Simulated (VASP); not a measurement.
# Zn (I4/mmm) in VASP: a series of runs

The runs below take Zn through single point, relaxation of cell and atoms, with PBE.

All numbers are computed with VASP 6.6.1; they aren't measurements. Logs are shortened: lines on timing, memory, paths and dates and some standing lists are left out, and cuts for length are marked.

## Step 1: The cell of the first run

Symmetry: I4/mmm, No. 139, tetragonal system. Conventional cell: a = 3.444 Å, b = 3.444 Å, c = 2.613 Å, α = 90.00°, β = 90.00°, γ = 90.00°. Within 3.5 Å of Zn (site symmetry 4/mmm) lie 14 Zn at 2.61 to 3.44 Å.

## Step 2: Single point, PBE

File INCAR:

```
ALGO = Fast
EDIFF = 1E-6
ENCUT = 520
GGA = PE
ISIF = 2
ISMEAR = 0
LASPH = T
LCHARG = T
LELF = T
LREAL = F
LVHAR = T
LWAVE = F
NBANDS = 12
NELM = 80
PREC = Accurate
SIGMA = 0.1
```

File KPOINTS:

```
k-points
0
Gamma
  26 26 26
```

File POSCAR:

```
Zn
1.0
   -1.7221678116      1.7221678116      1.3065927057
    1.7221678116     -1.7221678116      1.3065927057
    1.7221678116      1.7221678116     -1.3065927057
Zn
1
Direct
    0.0000000000      0.0000000000      0.0000000000
```

Potentials or basis: VASP PAW PBE potentials, release 64 (Zn).

On the command line:

```sh
$ cat potpaw_PBE.64/Zn/POTCAR > POTCAR
$ mpirun -np 1 vasp_std > vasp.out
```

OUTCAR:

```text
EDIFF = 1E-6
   ENCUT = 520
   GGA = PE
   ISIF = 2
   ISMEAR = 0
   LASPH = T
   LREAL = F
   NELM = 80
   PREC = Accurate

 ion  position               nearest neighbor table
   1  0.000  0.000  0.000-

  LATTYP: Found a body centered tetragonal cell.
 ALAT       =     3.4443356232
 C/A-ratio  =     0.7586907019

  Lattice vectors:

 A1 = (  -1.7221678116,   1.7221678116,   1.3065927057)
 A2 = (   1.7221678116,  -1.7221678116,   1.3065927057)
 A3 = (   1.7221678116,   1.7221678116,  -1.3065927057)

Analysis of symmetry for initial positions (statically):
=====================================================================
 Subroutine PRICEL returns:
 Original cell was already a primitive cell.

 Routine SETGRP: Setting up the symmetry group for a
 body centered tetragonal supercell.

 Subroutine GETGRP returns: Found 16 space group operations
 (whereof 16 operations were pure point group operations)
 out of a pool of 16 trial point group operations.

The static configuration has the point symmetry D_4h.

Analysis of symmetry for dynamics (positions and initial velocities):
=====================================================================
 Subroutine PRICEL returns:
 Original cell was already a primitive cell.

 Routine SETGRP: Setting up the symmetry group for a
 body centered tetragonal supercell.

 Subroutine GETGRP returns: Found 16 space group operations
 (whereof 16 operations were pure point group operations)
 out of a pool of 16 trial point group operations.

The dynamic configuration has the point symmetry D_4h.

 Subroutine INISYM returns: Found 16 space group operations
 (whereof 16 operations are pure point group operations),
 and found     1 'primitive' translations

----------------------------------------------------------------------------------------

                                     Primitive cell

  volume of cell :      15.5007

  direct lattice vectors                    reciprocal lattice vectors
    -1.722167812  1.722167812  1.306592706     0.000000000  0.290331753  0.382674722
     1.722167812 -1.722167812  1.306592706     0.290331753  0.000000000  0.382674722
     1.722167812  1.722167812 -1.306592706     0.290331753  0.290331753  0.000000000

  length of vectors
     2.763857529  2.763857529  2.763857529     0.480346198  0.480346198  0.410591103

  position of ions in fractional coordinates (direct lattice)
     0.000000000  0.000000000  0.000000000

  ion indices of the primitive-cell ions
   primitive index   ion index
                 1           1

[... 84 lines left out ...]
   EMIN   =  10.00;   EMAX   =-10.00  energy-range for DOS
   EFERMI =   0.00;   METHOD = LEGACY
   ISMEAR =     0;   SIGMA  =   0.10  broadening in eV -4-tet -1-fermi 0-gaus
   EFERMI_NEDOS =   21; number of points for ismear=-14 and -15
   IALGO  =     68    algorithm
   IMIX   =      4    mixing-type and parameters
     AMIX     =   0.40;   BMIX     =  1.00
     AMIX_MAG =   1.60;   BMIX_MAG =  1.00
  volume/ion in A,a.u.               =      15.50       104.60
  Fermi-wavevector in a.u.,A,eV,Ry     =   1.503205  2.840645 30.744066  2.259625
  Thomas-Fermi vector in A             =   2.614346
   LORBIT       =      0    0 simple, 1 ext, 2 COOP (PROOUT), +10 PAW based schemes
   GGA     = PE    functional components
   LHFCALC =     F    Hartree Fock is set to
   AEXX    =    0.0000 exact exchange contribution
   IVDW    =     0    specifies the selected vdW correction
   LEPSILON=     F    determine dielectric tensor
   LRPA    =     F    only Hartree local field effects (RPA)
 non-spin polarized calculation
 RMM-DIIS sequential band-by-band and
 Gauss-broadening in eV      SIGMA  =   0.10
  energy-cutoff  :      520.00
  volume of cell :       15.50
 maximum number of plane-waves:       433
 NGX is ok and might be reduce to    24
   NGX = 11   NGY = 11   NGZ = 11

 number of electron      11.9999993 magnetization

 Free energy of the ion-electron system (eV)
  ---------------------------------------------------
  ext. energy  EPLUGINS =         0.00000000
  ---------------------------------------------------
  free energy    TOTEN  =        -1.09062279 eV

  energy without entropy =       -1.08935710  energy(sigma->0) =       -1.08998994

 E-fermi :   2.8613     XC(G=0): -11.4441

 val. band max:        2.8596059998   @ k =   0.3462   0.3462   0.0385
 cond. band min:       2.8637997156   @ k =  -0.3462  -0.4231   0.0385
 fundamental gap:      0.0041937159
 Fermi energy:         2.8613403082

 k-point     1 :       0.0000    0.0000    0.0000
  band No.  band energies     occupation
      1      -7.2737      2.00000
      2      -5.0076      2.00000
      3      -4.7107      2.00000
      4      -4.4340      2.00000
      5      -4.4340      2.00000
      6      -4.1314      2.00000
      7      17.5557      0.00000
      8      17.5557      0.00000
      9      20.4083      0.00000
     10      22.0802      0.00000
     11      26.1699      0.00000
     12      26.9312      0.00000
[... 331 lines left out ...]
 k-point    24 :       0.3846    0.0385   -0.0000
  band No.  band energies     occupation
      1      -5.2935      2.00000
      2      -5.1191      2.00000
      3      -4.3214      2.00000
      4      -4.0908      2.00000
      5      -3.9583      2.00000
      6      -0.8487      2.00000
      7       6.1228      0.00000
      8      13.2380      0.00000
      9      13.9565      0.00000
     10      17.3491      0.00000
     11      18.6806      0.00000
     12      25.5982      0.00000

 [... further k-points ...]

------------------------ aborting loop because EDIFF is reached ----------------------------------------

  FORCE on cell =-STRESS in cart. coord.  units (eV):
  Direction    XX          YY          ZZ          XY          YZ          ZX
  --------------------------------------------------------------------------------------
  -------------------------------------------------------------------------------------
  Total        0.0188871      0.0188871      0.0346054      0.0000000      0.0000000      0.0000000
  in kB        1.9522046      1.9522046      3.5768666      0.0000000      0.0000000      0.0000000
  external PRESSURE =       2.4937586 kB  Pullay stress =       0.0000000 kB

 VOLUME and BASIS-vectors are now :
 -----------------------------------------------------------------------------
  energy-cutoff  :      520.00
  volume of cell :       15.50
      direct lattice vectors                 reciprocal lattice vectors
    -1.722167812  1.722167812  1.306592706     0.000000000  0.290331753  0.382674722
     1.722167812 -1.722167812  1.306592706     0.290331753  0.000000000  0.382674722
     1.722167812  1.722167812 -1.306592706     0.290331753  0.290331753  0.000000000

 POSITION                                       TOTAL-FORCE (eV/Angst)
 -----------------------------------------------------------------------------------
      0.00000      0.00000      0.00000         0.000000     -0.000000      0.000000
 -----------------------------------------------------------------------------------
    total drift:                               -0.000000      0.000000      0.000000

  FREE ENERGIE OF THE ION-ELECTRON SYSTEM (eV)
  ---------------------------------------------------
  free  energy   TOTEN  =        -1.0906227856 eV

  energy  without entropy=       -1.0893571017  energy(sigma->0) =       -1.08998994
```

Wall time 69 s (1 thread of Intel Xeon 6975P-C (Granite Rapids), shared host); peak memory 0.34 GiB.

What came out:

```yaml
Free_energy: -1.0906 eV
Pressure: 0.2 GPa
Band_gap_on_the_k_mesh: zero (bands 6 and 7 overlap by 6.03 eV)
```

## Step 3: Relaxation of cell and atoms, PBE

This run uses another cell than the first one, of 15.54 Å³/atom.

File INCAR:

```
SYSTEM = Zn
PREC = Accurate
ENCUT = 600
EDIFF = 1E-6
ISMEAR = 0
SIGMA = 0.1
LREAL = .FALSE.
LASPH = .TRUE.
NELM = 100
ALGO = Fast
ISIF = 3
LWAVE = .FALSE.
LCHARG = .FALSE.
GGA = PE
IBRION = 2
NSW = 100
EDIFFG = -0.01
```

File KPOINTS:

```
Automatic mesh
0
G
  26 26 26
  0 0 0
```

File POSCAR:

```
Zn
1.0
   -1.7347608309      1.7347608309      1.2913025885
    1.7347608309     -1.7347608309      1.2913025885
    1.7347608309      1.7347608309     -1.2913025885
Zn
1
Direct
    0.0000000000      0.0000000000      0.0000000000
```

Potentials or basis: VASP PAW PBE potentials, release 64 (Zn).

On the command line:

```sh
$ cat potpaw_PBE.64/Zn/POTCAR > POTCAR
$ mpirun -np 1 vasp_std > vasp.out
```

OUTCAR:

```text
SYSTEM = Zn
   PREC = Accurate
   ENCUT = 600
   EDIFF = 1E-6
   ISMEAR = 0
   LREAL = .FALSE.
   LASPH = .TRUE.
   NELM = 100
   ISIF = 3
   GGA = PE
   IBRION = 2
   NSW = 100
   EDIFFG = -0.01

 ion  position               nearest neighbor table
   1  0.000  0.000  0.000-

  LATTYP: Found a body centered tetragonal cell.
 ALAT       =     3.4695216618
 C/A-ratio  =     0.7443692326

  Lattice vectors:

 A1 = (  -1.7347608309,   1.7347608309,   1.2913025885)
 A2 = (   1.7347608309,  -1.7347608309,   1.2913025885)
 A3 = (   1.7347608309,   1.7347608309,  -1.2913025885)

Analysis of symmetry for initial positions (statically):
=====================================================================
 Subroutine PRICEL returns:
 Original cell was already a primitive cell.

 Routine SETGRP: Setting up the symmetry group for a
 body centered tetragonal supercell.

 Subroutine GETGRP returns: Found 16 space group operations
 (whereof 16 operations were pure point group operations)
 out of a pool of 16 trial point group operations.

The static configuration has the point symmetry D_4h.

Analysis of symmetry for dynamics (positions and initial velocities):
=====================================================================
 Subroutine PRICEL returns:
 Original cell was already a primitive cell.

 Routine SETGRP: Setting up the symmetry group for a
 body centered tetragonal supercell.

 Subroutine GETGRP returns: Found 16 space group operations
 (whereof 16 operations were pure point group operations)
 out of a pool of 16 trial point group operations.

The dynamic configuration has the point symmetry D_4h.

 Subroutine INISYM returns: Found 16 space group operations
 (whereof 16 operations are pure point group operations),
[... 129 lines left out ...]
  energy-cutoff  :      600.00
  volume of cell :       15.54
 maximum number of plane-waves:       537
 NGX is ok and might be reduce to    24
   NGX = 11   NGY = 11   NGZ = 11

--------------------------------------- Ionic step        1  -------------------------------------------

 number of electron      12.0000000 magnetization

 Free energy of the ion-electron system (eV)
  ---------------------------------------------------
  ext. energy  EPLUGINS =         0.00000000
  ---------------------------------------------------
  free energy    TOTEN  =        -1.08897209 eV

  energy without entropy =       -1.08754056  energy(sigma->0) =       -1.08825632

------------------------ aborting loop because EDIFF is reached ----------------------------------------

  FORCE on cell =-STRESS in cart. coord.  units (eV):
  Direction    XX          YY          ZZ          XY          YZ          ZX
  --------------------------------------------------------------------------------------
  -------------------------------------------------------------------------------------
  Total       -0.0385390     -0.0385390      0.1985565      0.0000000      0.0000000      0.0000000
  in kB       -3.9723174     -3.9723174     20.4657401      0.0000000      0.0000000      0.0000000
  external PRESSURE =       4.1737018 kB  Pullay stress =       0.0000000 kB
[... 197 lines left out ...]
--------------------------------------- Ionic step        7  -------------------------------------------

 number of electron      11.9999993 magnetization

 Free energy of the ion-electron system (eV)
  ---------------------------------------------------
  ext. energy  EPLUGINS =         0.00000000
  ---------------------------------------------------
  free energy    TOTEN  =        -1.09041654 eV

  energy without entropy =       -1.08912974  energy(sigma->0) =       -1.08977314

 E-fermi :   2.8278     XC(G=0): -11.4191

 val. band max:        2.8251776163   @ k =   0.2692   0.2692   0.0769
 cond. band min:       2.8299051712   @ k =  -0.3462  -0.4231   0.0385
 fundamental gap:      0.0047275549
 Fermi energy:         2.8278187964

 k-point     1 :       0.0000    0.0000    0.0000
  band No.  band energies     occupation
      1      -7.2699      2.00000
      2      -5.0276      2.00000
      3      -4.7341      2.00000
      4      -4.4579      2.00000
      5      -4.4579      2.00000
      6      -4.1589      2.00000
      7      17.4670      0.00000
      8      17.4670      0.00000
      9      20.3164      0.00000
     10      21.9827      0.00000
[... 287 lines left out ...]
 k-point    24 :       0.3846    0.0385   -0.0000
  band No.  band energies     occupation
      1      -5.3087      2.00000
      2      -5.1376      2.00000
      3      -4.3472      2.00000
      4      -4.1187      2.00000
      5      -3.9865      2.00000
      6      -0.8660      2.00000
      7       6.0782      0.00000
      8      13.1694      0.00000
      9      13.8902      0.00000
     10      17.2751      0.00000

 [... further k-points ...]

------------------------ aborting loop because EDIFF is reached ----------------------------------------

  FORCE on cell =-STRESS in cart. coord.  units (eV):
  Direction    XX          YY          ZZ          XY          YZ          ZX
  --------------------------------------------------------------------------------------
  -------------------------------------------------------------------------------------
  Total       -0.0053022     -0.0053022     -0.0002512      0.0000000     -0.0000000      0.0000000
  in kB       -0.5454389     -0.5454389     -0.0258373      0.0000000     -0.0000000      0.0000000
  external PRESSURE =      -0.3722383 kB  Pullay stress =       0.0000000 kB
[... 16 lines left out ...]
  FREE ENERGIE OF THE ION-ELECTRON SYSTEM (eV)
  ---------------------------------------------------
  free  energy   TOTEN  =        -1.0904165437 eV

  energy  without entropy=       -1.0891297441  energy(sigma->0) =       -1.08977314

 reached required accuracy - stopping structural energy minimisation
```

CONTCAR:

```text
Zn
   1.00000000000000
    -1.7252027009717172    1.7252027009717172    1.3082186420183870
     1.7252027009717172   -1.7252027009717172    1.3082186420183870
     1.7252027009717172    1.7252027009717172   -1.3082186420183870
  Zn
     1
Direct
     0.0000000000000000    0.0000000000000000    0.0000000000000000

  0.00000000E+00  0.00000000E+00  0.00000000E+00
```

Run time: 4.3 min. Hardware: 1 thread of Intel Xeon 6975P-C (Granite Rapids), shared host; peak memory 0.4 GiB.

What came out:

```
Free energy                           : -1.0904 eV
Relaxed volume                        : 15.57 Å³/atom
Relaxed cell                          : a = 2.768 Å, b = 2.768 Å, c = 2.768 Å, α = 102.90°, β = 102.90°, γ = 123.60°
Space group after relaxing (to 0.1 Å) : I4/mmm (No. 139)
Energy gained by relaxing             : 1.4 meV/atom
Ionic steps                           : 7
Pressure after relaxing               : 0.0 GPa
Band gap on the k mesh                : zero (bands 6 and 7 overlap by 6.02 eV)
```

The path:
```csv
step,energy change (eV),largest force (eV/Å),pressure (GPa),volume (Å³)
1,0.0000,0.0000,0.42,15.54
2,-0.0012,0.0000,0.09,15.63
3,-0.0012,0.0000,-0.38,15.67
4,-0.0013,0.0000,-0.70,15.67
5,-0.0012,0.0000,-0.87,15.65
6,-0.0014,0.0000,0.01,15.51
7,-0.0014,0.0000,-0.04,15.57
```

Final structure:
```xyz
1
Lattice="-1.7252 1.7252 1.3082 1.7252 -1.7252 1.3082 1.7252 1.7252 -1.3082" Properties=species:S:1:pos:R:3 pbc="T T T"
Zn    0.0000    0.0000    0.0000
```
